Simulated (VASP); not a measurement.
Input of a VASP 6.6.1 run:

The input POSCAR:

```
P
1.0
    1.6498005241     -5.5099545403      0.0000000000
    1.6498005241      5.5099545403      0.0000000000
    0.0000000000      0.0000000000      4.5552968797
P
4
Direct
    0.0954282148      0.9045717852      0.9115553303
    0.5954282148      0.4045717852      0.5884446697
    0.9045717852      0.0954282148      0.0884446697
    0.4045717852      0.5954282148      0.4115553303
```

Contents of INCAR.step1:

```
  PREC = Accurate
  ENCUT = 520
  ISMEAR = 0
  SIGMA = 0.01
  LREAL = F
  LASPH = T
  NELM = 60
  NBANDS = 18
  GGA = PE
  ALGO = Normal
  EDIFF = 1E-4
  LWAVE = T
  LCHARG = F
```

INCAR.step2

```
  PREC = Accurate
  ENCUT = 520
  EDIFF = 1E-6
  ISMEAR = 0
  SIGMA = 0.01
  LREAL = F
  LASPH = T
  NELM = 60
  ALGO = Normal
  ISIF = 2
  LWAVE = F
  LCHARG = F
  METAGGA = R2SCAN
  LMIXTAU = T
  NBANDS = 18
  ISTART = 1
```

Contents of KPOINTS:

```
regular mesh
0
Gamma
  12 12 8
```

Potentials or basis: VASP PAW PBE potentials, release 64 (P).

Launch:

```bash
$ cat potpaw_PBE.64/P/POTCAR > POTCAR
$ cp INCAR.step1 INCAR
$ mpirun -np 1 vasp_std > vasp.out
$ cp INCAR.step2 INCAR
$ mpirun -np 1 vasp_std > vasp.out
```

(1) Estimate the pressure.

(2) What does it give for the largest force?

(3) Estimate the band gap on the k mesh.

Results:

(1) -0.6 GPa.

(2) 0.100 eV/Å.

(3) 0.27 eV.

Caveat: the PAW data sets were made with another functional, which shifts forces and pressure a little.
